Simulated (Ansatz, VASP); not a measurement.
One calculation of B, two programs

Contents of INCAR:

```
SYSTEM = B
  PREC = Accurate
  ENCUT = 500
  EDIFF = 1E-6
  ISMEAR = -1
  SIGMA = 0.1
  LREAL = .False.
  LASPH = .True.
  NELM = 120
  ALGO = Normal
  ISIF = 2
  LWAVE = .False.
  LCHARG = .False.
  GGA = PE
  NBANDS = 14
  GGA_COMPAT = .False.
```

Contents of KPOINTS:

```
regular mesh
0
Gamma
  23 23 2
  0 0 0
```

Contents of POSCAR:

```
B
1.0
    1.6920065054      0.0000000000      0.0000000000
   -0.8460032527      1.4653206171      0.0000000000
    0.0000000000      0.0000000000     18.0805815019
B
4
Direct
    1.0000000000      1.0000000000      1.0000000000
    1.0000000000      1.0000000000      0.5000000000
    0.3333333333      0.6666666667      0.2500000000
    0.6666666667      0.3333333333      0.7500000000
```

Input for Ansatz:

```yaml
crystal:
  lattice:
    - [1.6920065054, 0.0, 0.0]
    - [-0.8460032527, 1.4653206171, 0.0]
    - [0.0, 0.0, 18.0805815019]
  atoms:
    - { symbol: B, position: [1.0, 1.0, 1.0] }
    - { symbol: B, position: [1.0, 1.0, 0.5] }
    - { symbol: B, position: [0.3333333333, 0.6666666667, 0.25] }
    - { symbol: B, position: [0.6666666667, 0.3333333333, 0.75] }
hamiltonian:
  xc: pbe
  pseudopotentials:
    kind: paw
    azcp:
      B: "pseudopotentials/B.paw.azcp"
basis:
  ecutwfc: 420
  fft_grid_basis: typed
kpoints:
  mp_grid: { grid: [23, 23, 2], shift: [0, 0, 0] }
magnetization:
  spin_polarized: false
scf:
  occupations: { method: fermi_dirac, width: 0.1 }
  lower_state_search: "off"
output:
  stress: true
  write_density: true
  write_potential: true
  elf: true
  volumetric_format: npy
```

Alike in both runs: task single point; functional PBE; k mesh 23 × 23 × 2; occupations fermi-dirac, width 0.1 eV; no spin polarisation.

```csv
,VASP,Ansatz
version,VASP 6.6.1,Ansatz 0.2.0
potentials or method,"VASP PAW PBE potentials, release 64 (B), cutoff 500 eV","plane waves (420 eV) with PAW, scalar-relativistic"
valence electrons in the cell,12,12
```

|  | VASP | Ansatz | Ansatz less VASP |
| --- | --- | --- | --- |
| pressure (GPa) | 5.0 | 5.0 | +0.02 |
| traceless stress, the component that is largest in VASP (GPa) | -5.22 | -5.21 | +0.012 |

With one functional, cell and mesh, what is left measures potentials, basis and numerics.
